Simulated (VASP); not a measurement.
# KTaO3 in VASP: a series of runs, part 2 of 3

VASP 6.6.1. The steps go on from the part before.

### 3 Electric field gradients, PBE (equal xy, yz and zx shear strains of +2 %)

Contents of INCAR:

```
PREC     = Accurate       # precision mode
ENCUT    = 520            # plane-wave cutoff, eV
EDIFF    = 1E-8           # SCF threshold, eV
ISMEAR   = -1             # smearing method
SIGMA    = 0.01           # smearing width, eV
LREAL    = False          # projectors in reciprocal space
LASPH    = True           # aspherical terms in the spheres
NELM     = 80             # most SCF steps
ALGO     = Normal         # electronic algorithm
ISIF     = 2              # what is computed and relaxed
LWAVE    = False          # write WAVECAR
LCHARG   = False          # write CHGCAR
GGA      = PE             # functional
LEFG     = True         
NBANDS   = 27             # bands
```

Contents of KPOINTS:

```
Automatic mesh
0
Gamma
  5 5 5
```

Contents of POSCAR:

```
KTaO3
1.0
    3.9883000000      0.0398830000      0.0398830000
    0.0398830000      3.9883000000      0.0398830000
    0.0398830000      0.0398830000      3.9883000000
K Ta O
1 1 3
Direct
    0.5000000000      0.5000000000      0.5000000000
    0.0000000000      0.0000000000      0.0000000000
    0.5000000000      0.0000000000      0.0000000000
    0.0000000000      0.5000000000      0.0000000000
    0.0000000000      0.0000000000      0.5000000000
```

Potentials or basis: VASP PAW PBE potentials, release 64 (K_sv, Ta_pv, O).

On the command line:

```
> cat potpaw_PBE.64/K_sv/POTCAR potpaw_PBE.64/Ta_pv/POTCAR potpaw_PBE.64/O/POTCAR > POTCAR
> mpirun -np 1 vasp_std > vasp.out
```

OUTCAR:

```text
PREC = Accurate
   ENCUT = 520
   EDIFF = 1E-8
   ISMEAR = -1
   LREAL = False
   LASPH = True
   NELM = 80
   ISIF = 2
   GGA = PE

 ion  position               nearest neighbor table
   1  0.500  0.500  0.500-   3 2.79   4 2.79   3 2.79   5 2.79   4 2.79   5 2.79   3 2.85   3 2.85
                             4 2.85   5 2.85   4 2.85   5 2.85   2 3.43   2 3.43   2 3.43   2 3.43
   2  0.000  0.000  0.000-   3 1.99   4 1.99   5 1.99   5 1.99   4 1.99   3 1.99   1 3.43   1 3.43
                             1 3.43   1 3.43   1 3.43   1 3.43   1 3.52   1 3.52
   3  0.500  0.000  0.000-   2 1.99   2 1.99   1 2.79   1 2.79   1 2.85   1 2.85
   4  0.000  0.500  0.000-   2 1.99   2 1.99   1 2.79   1 2.79   1 2.85   1 2.85
   5  0.000  0.000  0.500-   2 1.99   2 1.99   1 2.79   1 2.79   1 2.85   1 2.85

  LATTYP: Found a trigonal (rhomboedric) cell.
 ALAT       =     3.9886988101
 COS(alpha) =     0.0200959808

  Lattice vectors:

 A1 = (   3.9883000000,   0.0398830000,   0.0398830000)
 A2 = (   0.0398830000,   3.9883000000,   0.0398830000)
 A3 = (   0.0398830000,   0.0398830000,   3.9883000000)

Analysis of symmetry for initial positions (statically):
[... 776 lines left out ...]
 -----------------------------------------------------------------------------------
    total drift:                                0.000000     -0.000000      0.000000

  FREE ENERGIE OF THE ION-ELECTRON SYSTEM (eV)
  ---------------------------------------------------
  free  energy   TOTEN  =       -41.0005082224 eV

  energy  without entropy=      -41.0005082224  energy(sigma->0) =      -41.00050822

 Electric field gradients (V/A^2)
---------------------------------------------------------------------
 ion       V_xx      V_yy      V_zz      V_xy      V_xz      V_yz
---------------------------------------------------------------------
   1       0.000     0.000    -0.000     1.831     1.831     1.831
   2      -0.000    -0.000    -0.000   -22.711   -22.711   -22.711
   3      19.783    -9.891    -9.891     2.674     2.674    -0.948
   4      -9.891    19.783    -9.891     2.674    -0.948     2.674
   5      -9.891    -9.891    19.783    -0.948     2.674     2.674
---------------------------------------------------------------------

 Electric field gradients after diagonalization (V/A^2)
 (convention: |V_zz| > |V_xx| > |V_yy|)
----------------------------------------------------------------------
 ion       V_xx      V_yy      V_zz     asymmetry (V_yy - V_xx)/ V_zz
----------------------------------------------------------------------
   1      -1.831    -1.831     3.663       0.000
   2      22.711    22.711   -45.421       0.000
   3     -11.299    -8.944    20.243       0.116
   4     -11.299    -8.944    20.243       0.116
   5     -11.299    -8.944    20.243       0.116
----------------------------------------------------------------------

           NMR quadrupolar parameters

 Cq : quadrupolar parameter    Cq=e*Q*V_zz/h
 eta: asymmetry parameters     (V_yy - V_xx)/ V_zz
 Q  : nuclear electric quadrupole moment in mb (millibarn)
----------------------------------------------------------------------
 ion       Cq(MHz)       eta       Q (mb)
----------------------------------------------------------------------
   1       0.009       0.000       1.000
   2      -0.110       0.000       1.000
   3       0.049       0.116       1.000
   4       0.049       0.116       1.000
   5       0.049       0.116       1.000
----------------------------------------------------------------------
```

OSZICAR:

```text
N       E                     dE             d eps       ncg     rms          rms(c)
DAV:   1     0.326656259350E+03    0.32666E+03   -0.21029E+04  1026   0.142E+03
DAV:   2    -0.305806808025E+02   -0.35724E+03   -0.34604E+03  1232   0.409E+02
DAV:   3    -0.490334000776E+02   -0.18453E+02   -0.18369E+02  1458   0.895E+01
DAV:   4    -0.495735870335E+02   -0.54019E+00   -0.53934E+00  1689   0.994E+00
DAV:   5    -0.495769301011E+02   -0.33431E-02   -0.33428E-02  1379   0.753E-01    0.340E+01
DAV:   6    -0.412246756151E+02    0.83523E+01   -0.33962E+01  1197   0.397E+01    0.129E+01
DAV:   7    -0.410661777026E+02    0.15850E+00   -0.16723E+00  1339   0.837E+00    0.927E+00
DAV:   8    -0.410228701695E+02    0.43308E-01   -0.41034E-01  1230   0.532E+00    0.315E+00
DAV:   9    -0.410021778617E+02    0.20692E-01   -0.36184E-02  1257   0.150E+00    0.511E-01
DAV:  10    -0.410005123597E+02    0.16655E-02   -0.15210E-02  1399   0.787E-01    0.854E-02
DAV:  11    -0.410004756027E+02    0.36757E-04   -0.10542E-03  1390   0.203E-01    0.313E-02
DAV:  12    -0.410005038943E+02   -0.28292E-04   -0.44757E-05  1388   0.559E-02    0.114E-02
DAV:  13    -0.410005083513E+02   -0.44570E-05   -0.65711E-06  1361   0.199E-02    0.429E-03
DAV:  14    -0.410005083659E+02   -0.14652E-07   -0.85739E-07  1351   0.600E-03    0.424E-03
DAV:  15    -0.410005082493E+02    0.11660E-06   -0.14438E-07  1272   0.310E-03    0.421E-04
DAV:  16    -0.410005082187E+02    0.30582E-07   -0.19586E-08   997   0.908E-04    0.112E-04
DAV:  17    -0.410005082224E+02   -0.36343E-08   -0.53498E-10   692   0.177E-04
   1 F= -.41000508E+02 E0= -.41000508E+02  d E =-.579467E-11
```

stdout:

```text
POSCAR found type information on POSCAR K TaO
 POSCAR found :  3 types and       5 ions
 scaLAPACK will be used
 LDA part: xc-table for (Slater+PW92), standard interpolation
 POSCAR, INCAR and KPOINTS ok, starting setup
 FFT: planning ... GRIDC
 FFT: planning ... GRID_SOFT
 FFT: planning ... GRID
 WAVECAR not read
 entering main loop
ion   1

ion   2

ion   3
     0.0000293    -0.7581722     0.2662790     0.4611305    -0.7581722    -0.7987014
     0.0000403    -0.7581722     0.2662790     0.4611305    -0.7581722    -0.7987014
     0.0000555    -0.7581722     0.2662790     0.4611305    -0.7581722    -0.7987014
     0.0000765    -0.7581722     0.2662790     0.4611304    -0.7581722    -0.7987013

     0.0000293    -2.4005436     0.8257808     5.0318971    -2.4005436    -8.7155015
     0.0000403    -2.4005432     0.8257807     5.0318960    -2.4005432    -8.7154995
     0.0000555    -2.4005425     0.8257804     5.0318940    -2.4005425    -8.7154960
     0.0000765    -2.4005413     0.8257800     5.0318906    -2.4005413    -8.7154902

ion   4
     0.0000293    -0.7581722    -0.7581722     0.4611305     0.2662790     0.7987014
     0.0000403    -0.7581722    -0.7581722     0.4611305     0.2662790     0.7987014
     0.0000555    -0.7581722    -0.7581722     0.4611305     0.2662790     0.7987014
     0.0000765    -0.7581722    -0.7581722     0.4611304     0.2662790     0.7987013

     0.0000293    -2.4005436    -2.4005436     5.0318971     0.8257808     8.7155015
     0.0000403    -2.4005432    -2.4005432     5.0318960     0.8257807     8.7154995
     0.0000555    -2.4005425    -2.4005425     5.0318940     0.8257804     8.7154960
     0.0000765    -2.4005413    -2.4005413     5.0318906     0.8257800     8.7154902

ion   5
```

Run time: 36 s. Hardware: 1 thread of Intel Xeon 6975P-C, shared host; peak memory 0.19 GiB.

Results:

* Free energy: -41.0005 eV
* Pressure: 6.1 GPa
* Band gap on the k mesh: 2.24 eV, indirect (least direct gap 2.70 eV)

Stress tensor (GPa, compression positive):
```
 6.14 -2.01 -2.01
-2.01  6.14 -2.01
-2.01 -2.01  6.14
```

Levels at points of the mesh, in eV from the valence-band top:
| k point | band 16 | band 17 | band 18 | band 19 | band 20 | band 21 | band 22 | band 23 |
| --- | --- | --- | --- | --- | --- | --- | --- | --- |
| (0.00, 0.00, 0.00) | -0.87 | -0.60 | -0.47 | -0.47 | 2.24 | 2.24 | 2.32 | 6.73 |

Electric field gradients, principal values (V/Å²):
| atom | least | middle | greatest (by size) |
| --- | --- | --- | --- |
| 1 K | -1.831 | -1.831 | 3.663 |
| 2 Ta | 22.711 | 22.711 | -45.421 |
| 3 O | -8.944 | -11.299 | 20.243 |
| 4 O | -8.944 | -11.299 | 20.243 |
| 5 O | -8.944 | -11.299 | 20.243 |

Caveat: the cell differs from its parent crystal (equal xy, yz and zx shear strains of +2 %); without QUAD_EFG the Cq values of the log hold for a quadrupole moment of 1 mb, not for the nuclei; spin-orbit coupling is left out, which moves the levels of the heavy elements. A k mesh can miss the band edges.

### 4 Electric field gradients, PBE (equal xx and yy strain of -3 %)

Contents of INCAR:

```
PREC     = Accurate       # precision mode
ENCUT    = 520            # plane-wave cutoff, eV
EDIFF    = 1E-8           # SCF threshold, eV
ISMEAR   = -1             # smearing method
SIGMA    = 0.01           # smearing width, eV
LREAL    = F              # projectors in reciprocal space
LASPH    = T              # aspherical terms in the spheres
NELM     = 80             # most SCF steps
ALGO     = Normal         # electronic algorithm
ISIF     = 2              # what is computed and relaxed
LWAVE    = F              # write WAVECAR
LCHARG   = F              # write CHGCAR
GGA      = PE             # functional
LEFG     = T            
NBANDS   = 27             # bands
```

Contents of KPOINTS:

```
regular mesh
0
Gamma
  5 5 5
```

POSCAR: that of step 3 with these lines changed.

```diff
@@ -2,5 +2,5 @@
 1.0
-    3.9883000000      0.0398830000      0.0398830000
-    0.0398830000      3.9883000000      0.0398830000
-    0.0398830000      0.0398830000      3.9883000000
+    3.8686510000      0.0000000000      0.0000000000
+    0.0000000000      3.8686510000      0.0000000000
+    0.0000000000      0.0000000000      3.9883000000
 K Ta O
```

Potentials or basis: VASP PAW PBE potentials, release 64 (K_sv, Ta_pv, O).

On the command line:

```
> cat potpaw_PBE.64/K_sv/POTCAR potpaw_PBE.64/Ta_pv/POTCAR potpaw_PBE.64/O/POTCAR > POTCAR
> mpirun -np 1 vasp_std > vasp.out
```

OUTCAR:

```text
PREC = Accurate
   ENCUT = 520
   EDIFF = 1E-8
   ISMEAR = -1
   LREAL = F
   LASPH = T
   NELM = 80
   ISIF = 2
   GGA = PE

 ion  position               nearest neighbor table
   1  0.500  0.500  0.500-   5 2.74   5 2.74   5 2.74   5 2.74   4 2.78   3 2.78   4 2.78   3 2.78
                             4 2.78   3 2.78   4 2.78   3 2.78   2 3.39   2 3.39   2 3.39   2 3.39
   2  0.000  0.000  0.000-   3 1.93   4 1.93   4 1.93   3 1.93   5 1.99   5 1.99   1 3.39   1 3.39
                             1 3.39   1 3.39   1 3.39   1 3.39   1 3.39   1 3.39
   3  0.500  0.000  0.000-   2 1.93   2 1.93   1 2.78   1 2.78   1 2.78   1 2.78
   4  0.000  0.500  0.000-   2 1.93   2 1.93   1 2.78   1 2.78   1 2.78   1 2.78
   5  0.000  0.000  0.500-   2 1.99   2 1.99   1 2.74   1 2.74   1 2.74   1 2.74

  LATTYP: Found a simple tetragonal cell.
 ALAT       =     3.8686510000
 C/A-ratio  =     1.0309278351

[... 768 lines left out ...]
   4      -6.104     3.969     2.135     0.000     0.000    -0.000
   5     -11.573   -11.573    23.145     0.000     0.000     0.000
---------------------------------------------------------------------

 Electric field gradients after diagonalization (V/A^2)
 (convention: |V_zz| > |V_xx| > |V_yy|)
----------------------------------------------------------------------
 ion       V_xx      V_yy      V_zz     asymmetry (V_yy - V_xx)/ V_zz
----------------------------------------------------------------------
   1      -1.926    -1.926     3.852       0.000
   2     -89.149   -89.149   178.298       0.000
   3       3.969     2.135    -6.104       0.300
   4       3.969     2.135    -6.104       0.300
   5     -11.573   -11.573    23.145       0.000
----------------------------------------------------------------------

           NMR quadrupolar parameters

 Cq : quadrupolar parameter    Cq=e*Q*V_zz/h
 eta: asymmetry parameters     (V_yy - V_xx)/ V_zz
 Q  : nuclear electric quadrupole moment in mb (millibarn)
----------------------------------------------------------------------
 ion       Cq(MHz)       eta       Q (mb)
----------------------------------------------------------------------
   1       0.009       0.000       1.000
   2       0.431       0.000       1.000
   3      -0.015       0.300       1.000
   4      -0.015       0.300       1.000
   5       0.056       0.000       1.000
----------------------------------------------------------------------
```

OSZICAR:

```text
N       E                     dE             d eps       ncg     rms          rms(c)
DAV:   1     0.331491187777E+03    0.33149E+03   -0.21020E+04   972   0.143E+03
DAV:   2    -0.293515302459E+02   -0.36084E+03   -0.35047E+03  1133   0.414E+02
DAV:   3    -0.483411060841E+02   -0.18990E+02   -0.18902E+02  1341   0.923E+01
DAV:   4    -0.490300584817E+02   -0.68895E+00   -0.68767E+00  1664   0.109E+01
DAV:   5    -0.490329449280E+02   -0.28864E-02   -0.28860E-02  1292   0.763E-01    0.386E+01
DAV:   6    -0.408079536107E+02    0.82250E+01   -0.32559E+01  1143   0.406E+01    0.149E+01
DAV:   7    -0.407116808605E+02    0.96273E-01   -0.14893E+00  1309   0.801E+00    0.104E+01
DAV:   8    -0.406713527935E+02    0.40328E-01   -0.31254E-01  1157   0.467E+00    0.305E+00
DAV:   9    -0.406568348996E+02    0.14518E-01   -0.33028E-02  1215   0.134E+00    0.374E-01
DAV:  10    -0.406562775864E+02    0.55731E-03   -0.84519E-03  1352   0.606E-01    0.650E-02
DAV:  11    -0.406563032673E+02   -0.25681E-04   -0.41001E-04  1327   0.142E-01    0.354E-02
DAV:  12    -0.406563278739E+02   -0.24607E-04   -0.42462E-05  1267   0.491E-02    0.110E-02
DAV:  13    -0.406563300136E+02   -0.21397E-05   -0.28957E-06  1399   0.121E-02    0.545E-03
DAV:  14    -0.406563298778E+02    0.13585E-06   -0.61159E-07  1239   0.588E-03    0.172E-03
DAV:  15    -0.406563297376E+02    0.14022E-06   -0.12199E-07  1222   0.226E-03    0.740E-04
DAV:  16    -0.406563297219E+02    0.15680E-07   -0.13116E-08  1012   0.874E-04    0.397E-04
DAV:  17    -0.406563297222E+02   -0.29604E-09   -0.20952E-09   648   0.349E-04
   1 F= -.40656330E+02 E0= -.40656330E+02  d E =-.406756E-15
```

It took 69 s on 1 thread of AMD EPYC 7R13, shared host; peak memory 0.18 GiB.

What came out:

| Quantity | Value |
| --- | --- |
| Free energy | -40.6563 eV |
| Pressure | 21.5 GPa |
| Band gap on the k mesh | 2.40 eV, indirect (least direct gap 2.84 eV) |

Electric field gradients, principal values (V/Å²):
```tsv
atom	least	middle	greatest (by size)
1 K	-1.926	-1.926	3.852
2 Ta	-89.149	-89.149	178.298
3 O	2.135	3.969	-6.104
4 O	2.135	3.969	-6.104
5 O	-11.573	-11.573	23.145
```

Caveat: the cell differs from its parent crystal (equal xx and yy strain of -3 %); without QUAD_EFG the Cq values of the log hold for a quadrupole moment of 1 mb, not for the nuclei; spin-orbit coupling is left out, which moves the levels of the heavy elements.

[end of part 2 of 3]
